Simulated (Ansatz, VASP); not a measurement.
## One calculation of YB, two programs

INCAR

```
SYSTEM = YB
PREC = Accurate
ENCUT = 520
EDIFF = 1E-6
ISMEAR = 0
SIGMA = 0.05
LREAL = .FALSE.
LASPH = .TRUE.
NELM = 80
ALGO = Normal
ISIF = 2
LWAVE = .FALSE.
LCHARG = .TRUE.
GGA = PS
LELF = .TRUE.
LVHAR = .TRUE.
NBANDS = 14
```

Contents of KPOINTS:

```
Automatic mesh
0
G
  10 10 10
  0 0 0
```

The input POSCAR:

```
YB
1.0
    0.0000000000      2.6470820792      2.6470820792
    2.6470820792      0.0000000000      2.6470820792
    2.6470820792      2.6470820792      0.0000000000
Y B
1 1
Direct
    0.5000000000      0.5000000000      0.5000000000
    0.0000000000      0.0000000000      0.0000000000
```

Input for Ansatz:

```yaml
crystal:
  lattice:
    - [0.0, 2.6470820792, 2.6470820792]
    - [2.6470820792, 0.0, 2.6470820792]
    - [2.6470820792, 2.6470820792, 0.0]
  atoms:
    - { symbol: "Y", position: [0.5, 0.5, 0.5] }
    - { symbol: B, position: [0.0, 0.0, 0.0] }
basis:
  ecutwfc: 420
  ecutrho_ratio: 4
kpoints:
  mp_grid: { grid: [10, 10, 10] }
hamiltonian:
  xc: pbesol
scf:
  occupations: { method: gaussian, width: 0.05 }
output:
  forces: true
  stress: true
  eigenvalues: true
```

Alike in both runs: task single point; functional PBEsol; k mesh 10 × 10 × 10; occupations gaussian, width 0.05 eV; no spin polarisation.

|  | VASP | Ansatz |
| --- | --- | --- |
| version | VASP 6.6.1 | Ansatz 0.2.0 |
| potentials or method | VASP PAW PBE potentials, release 64 (Y_sv, B), cutoff 520 eV | scalar-relativistic, plane waves, PAW |
| valence electrons in the cell | 14 | 14 |

```tsv
	VASP	Ansatz	Ansatz less VASP
gap on the k mesh at the Fermi level (eV)	none	none	-
pressure (GPa)	-0.1	0.0	+0.07
```

VASP's potentials were made for PBE, not for PBEsol. A gap of «none» marks a metal or a gap that the smearing closes.
